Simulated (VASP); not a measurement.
# HfN (Fm-3m) in VASP: single point with PBEsol

Aim: the single point of HfN with PBEsol.

Everything below comes from runs of VASP 6.6.1. Logs are shortened: lines on timing, memory, paths and dates and some standing lists are left out, and cuts for length are marked.

### 1 The cell of the first run

The structure is cubic, space group Fm-3m (No. 225). The conventional cell has a = 4.512 Å, b = 4.512 Å, c = 4.512 Å, α = 90.00°, β = 90.00°, γ = 90.00°. Hf (site symmetry m-3m) has 6 N at 2.26 Å within 3.0 Å. Within 3.0 Å of N (site symmetry m-3m) lie 6 Hf at 2.26 Å.

### 2 Single point, PBEsol

File INCAR:

```
  PREC = Accurate
  ENCUT = 520
  EDIFF = 1E-6
  ISMEAR = -1
  SIGMA = 0.1
  LREAL = False
  LASPH = True
  NELM = 80
  ALGO = Normal
  ISIF = 2
  LWAVE = False
  LCHARG = False
  GGA = PS
  NBANDS = 14
```

File KPOINTS:

```
regular mesh
0
Gamma
  10 10 10
```

File POSCAR:

```
HfN
1.0
    3.1904660000      0.0000000000      0.0000000000
    1.5952330000      2.7630246059      0.0000000000
    1.5952330000      0.9210082020      2.6050045806
Hf N
1 1
Direct
    0.0000000000      0.0000000000      0.0000000000
    0.5000000000      0.5000000000      0.5000000000
```

Potentials or basis: VASP PAW PBE potentials, release 64 (Hf_pv, N).

The run is started by

```bash
cat potpaw_PBE.64/Hf_pv/POTCAR potpaw_PBE.64/N/POTCAR > POTCAR
mpirun -np 1 vasp_std > vasp.out
```

OUTCAR:

```text
PREC = Accurate
   ENCUT = 520
   EDIFF = 1E-6
   ISMEAR = -1
   LREAL = False
   LASPH = True
   NELM = 80
   ISIF = 2
   GGA = PS

 ion  position               nearest neighbor table
   1  0.000  0.000  0.000-   2 2.26   2 2.26   2 2.26   2 2.26   2 2.26   2 2.26
   2  0.500  0.500  0.500-   1 2.26   1 2.26   1 2.26   1 2.26   1 2.26   1 2.26

  LATTYP: Found a face centered cubic cell.
 ALAT       =     4.5120002875

  Lattice vectors:

 A1 = (   3.1904660000,   0.0000000000,   0.0000000000)
 A2 = (   1.5952330000,   2.7630246059,   0.0000000000)
 A3 = (   1.5952330000,   0.9210082020,   2.6050045806)

Analysis of symmetry for initial positions (statically):
=====================================================================
 Subroutine PRICEL returns:
 Original cell was already a primitive cell.

 Routine SETGRP: Setting up the symmetry group for a
 face centered cubic supercell.

 Subroutine GETGRP returns: Found 48 space group operations
 (whereof 48 operations were pure point group operations)
 out of a pool of 48 trial point group operations.

The static configuration has the point symmetry O_h .

Analysis of symmetry for dynamics (positions and initial velocities):
=====================================================================
 Subroutine PRICEL returns:
 Original cell was already a primitive cell.

 Routine SETGRP: Setting up the symmetry group for a
 face centered cubic supercell.

 Subroutine GETGRP returns: Found 48 space group operations
 (whereof 48 operations were pure point group operations)
 out of a pool of 48 trial point group operations.

The dynamic configuration has the point symmetry O_h .

 Subroutine INISYM returns: Found 48 space group operations
 (whereof 48 operations are pure point group operations),
 and found     1 'primitive' translations

----------------------------------------------------------------------------------------

                                     Primitive cell

  volume of cell :      22.9640

  direct lattice vectors                    reciprocal lattice vectors
     3.190466000  0.000000000  0.000000000     0.313433837 -0.180961110 -0.127958828
     1.595233000  2.763024606  0.000000000     0.000000000  0.361922220 -0.127958828
     1.595233000  0.921008202  2.605004581     0.000000000  0.000000000  0.383876484

  length of vectors
     3.190466000  3.190466000  3.190466000     0.383876484  0.383876484  0.383876484

  position of ions in fractional coordinates (direct lattice)
     0.000000000  0.000000000  0.000000000
     0.500000000  0.500000000  0.500000000

  ion indices of the primitive-cell ions
   primitive index   ion index
                 1           1
                 2           2
[... 79 lines left out ...]
   ISYM   =      2    0-nonsym 1-usesym 2-fastsym
   POTIM  = 0.5000    time-step for ionic-motion
   TEBEG  =    0.0;   TEEND  =   0.0 temperature during run
   PSTRESS=    0.0 pullay stress
   NELECT =      15.0000    total number of electrons
   NUPDOWN=      -1.0000    fix difference up-down
   EMIN   =  10.00;   EMAX   =-10.00  energy-range for DOS
   EFERMI =   0.00;   METHOD = LEGACY
   ISMEAR =    -1;   SIGMA  =   0.10  broadening in eV -4-tet -1-fermi 0-gaus
   EFERMI_NEDOS =   21; number of points for ismear=-14 and -15
   IALGO  =     38    algorithm
   IMIX   =      4    mixing-type and parameters
     AMIX     =   0.40;   BMIX     =  1.00
     AMIX_MAG =   1.60;   BMIX_MAG =  1.00
  volume/ion in A,a.u.               =      11.48        77.48
  Fermi-wavevector in a.u.,A,eV,Ry     =   1.420440  2.684242 27.451780  2.017649
  Thomas-Fermi vector in A             =   2.541355
   LORBIT       =      0    0 simple, 1 ext, 2 COOP (PROOUT), +10 PAW based schemes
   GGA     = PS    functional components
   LHFCALC =     F    Hartree Fock is set to
   AEXX    =    0.0000 exact exchange contribution
   IVDW    =     0    specifies the selected vdW correction
   LEPSILON=     F    determine dielectric tensor
   LRPA    =     F    only Hartree local field effects (RPA)
 non-spin polarized calculation
  energy-cutoff  :      520.00
  volume of cell :       22.96
 maximum number of plane-waves:       636
   NGX = 11   NGY = 11   NGZ = 11

 number of electron      15.0000001 magnetization

 Free energy of the ion-electron system (eV)
  ---------------------------------------------------
  ext. energy  EPLUGINS =         0.00000000
  ---------------------------------------------------
  free energy    TOTEN  =       -22.99403049 eV

  energy without entropy =      -22.97139618  energy(sigma->0) =      -22.98271334

 E-fermi :   8.2684     XC(G=0): -12.9145

 val. band max:        8.2207706264   @ k =  -0.4000   0.3000   0.0000
 cond. band min:       8.2787463507   @ k =  -0.1000   0.1000  -0.0000
 fundamental gap:      0.0579757242
 Fermi energy:         8.2684248835

 k-point     1 :       0.0000    0.0000    0.0000
  band No.  band energies     occupation
      1     -22.8054      2.00000
      2     -22.8054      2.00000
      3     -22.8054      2.00000
      4      -9.2312      2.00000
      5       5.2414      2.00000
      6       5.2414      2.00000
      7       5.2414      2.00000
      8       7.8626      1.96603
      9       7.8626      1.96603
     10       7.8626      1.96603
     11      10.0823      0.00000
     12      10.1898      0.00000
     13      10.1898      0.00000
     14      17.7825      0.00000
[... 377 lines left out ...]
      1     -23.4975      2.00000
      2     -23.0763      2.00000
      3     -23.0465      2.00000
      4      -7.8026      2.00000
      5       1.6269      2.00000
      6       3.6232      2.00000
      7       4.1244      2.00000
      8       5.7396      2.00000
      9      12.3325      0.00000
     10      12.8518      0.00000
     11      13.0232      0.00000
     12      13.0873      0.00000
     13      17.4452      0.00000
     14      19.5522      0.00000

 [... further k-points ...]
[... 5 lines left out ...]
  --------------------------------------------------------------------------------------
  -------------------------------------------------------------------------------------
  Total       -0.5747360     -0.5747360     -0.5747360     -0.0000000     -0.0000000     -0.0000000
  in kB      -40.0988231    -40.0988231    -40.0988231     -0.0000000     -0.0000000     -0.0000000
  external PRESSURE =     -40.0988231 kB  Pullay stress =       0.0000000 kB

 VOLUME and BASIS-vectors are now :
 -----------------------------------------------------------------------------
  energy-cutoff  :      520.00
  volume of cell :       22.96
      direct lattice vectors                 reciprocal lattice vectors
     3.190466000  0.000000000  0.000000000     0.313433837 -0.180961110 -0.127958828
     1.595233000  2.763024606  0.000000000     0.000000000  0.361922220 -0.127958828
     1.595233000  0.921008202  2.605004581     0.000000000  0.000000000  0.383876484

 POSITION                                       TOTAL-FORCE (eV/Angst)
 -----------------------------------------------------------------------------------
      0.00000      0.00000      0.00000         0.000000      0.000000      0.000000
      3.19047      1.84202      1.30250        -0.000000     -0.000000      0.000000
 -----------------------------------------------------------------------------------
    total drift:                               -0.000000      0.000000     -0.000000

  FREE ENERGIE OF THE ION-ELECTRON SYSTEM (eV)
  ---------------------------------------------------
  free  energy   TOTEN  =       -22.9940304945 eV

  energy  without entropy=      -22.9713961786  energy(sigma->0) =      -22.98271334
```

Run time: 12 s. Hardware: 1 thread of AMD EPYC 9R14 (Zen 4), shared host; peak memory 0.12 GiB.

Results:

| Item | Value |
| --- | --- |
| Free energy | -22.9940 eV |
| Pressure | -4.0 GPa |

Caveat: the PAW data sets were made with another functional, which shifts forces and pressure a little; spin-orbit coupling is left out, which moves the levels of the heavy elements.
